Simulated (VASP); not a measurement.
A run of VASP 6.6.1 is set up as follows.

File INCAR:

```
SYSTEM = Nd2GeB
PREC = Accurate
ENCUT = 500
EDIFF = 1E-6
ISMEAR = 0
SIGMA = 0.1
LREAL = .FALSE.
LASPH = .TRUE.
NELM = 200
ALGO = Normal
ISIF = 2
LWAVE = .FALSE.
LCHARG = .TRUE.
GGA = PE
LELF = .TRUE.
LVHAR = .TRUE.
NBANDS = 28
GGA_COMPAT = .FALSE.
LMAXMIX = 6
```

File KPOINTS:

```
regular mesh
0
G
  12 12 12
  0 0 0
```

POSCAR

```
Nd2GeB
1.0
    5.3426603001      0.0000000000      0.0000000000
   -2.6713301501      4.6268795437      0.0000000000
    0.0000000000      0.0000000000      3.9224686288
Nd Ge B
2 1 1
Direct
    0.3333333333      0.6666666667      0.0000000000
    0.6666666667      0.3333333333      0.0000000000
    0.0000000000      0.0000000000      0.0000000000
    0.0000000000      0.0000000000      0.5000000000
```

Potentials or basis: VASP PAW PBE potentials, release 64 (Nd_3, Ge_d, B), 4f in core.

The run is started by

```sh
$ cat potpaw_PBE.64/Nd_3/POTCAR potpaw_PBE.64/Ge_d/POTCAR potpaw_PBE.64/B/POTCAR > POTCAR
$ mpirun -np 1 vasp_std > vasp.out
```

(1) Estimate the pressure.

(2) Estimate the band gap on the k mesh.

Results:

(1) 0.1 GPa.

(2) zero (an odd number of electrons rules out a gap without spin polarisation).

Caveat: spin-orbit coupling is left out, which moves the levels of the heavy elements; the 4f electrons are frozen in the core, so they carry no moment and show no levels; an odd number of electrons without spin polarisation forces a metal; a magnetic or distorted state may lie lower.
